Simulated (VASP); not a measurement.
Input of a VASP 6.6.1 run:

INCAR

```
PREC = Accurate
ENCUT = 520
EDIFF = 1E-7
ISMEAR = -1
SIGMA = 0.1
LREAL = F
LASPH = T
NELM = 100
ALGO = Normal
ISIF = 2
LWAVE = F
LCHARG = F
GGA = PS
NBANDS = 10
```

KPOINTS

```
regular mesh
0
Gamma
  14 14 14
```

Contents of POSCAR:

```
Ir
1.0
    2.5425875197      0.0000000000      0.0000000000
    0.0000000000      2.5425875197      0.0000000000
    0.0000000000      0.0000000000      2.5425875197
Ir
1
Direct
    0.0000000000      0.0000000000      0.0000000000
```

Potentials or basis: VASP PAW PBE potentials, release 64 (Ir).

Launch:

```bash
$ cat potpaw_PBE.64/Ir/POTCAR > POTCAR
$ mpirun -np 1 vasp_std > vasp.out
```

Task: Predict the pressure.

Result: 0.0 GPa.

Caveat: the PAW data sets were made with another functional, which shifts forces and pressure a little.
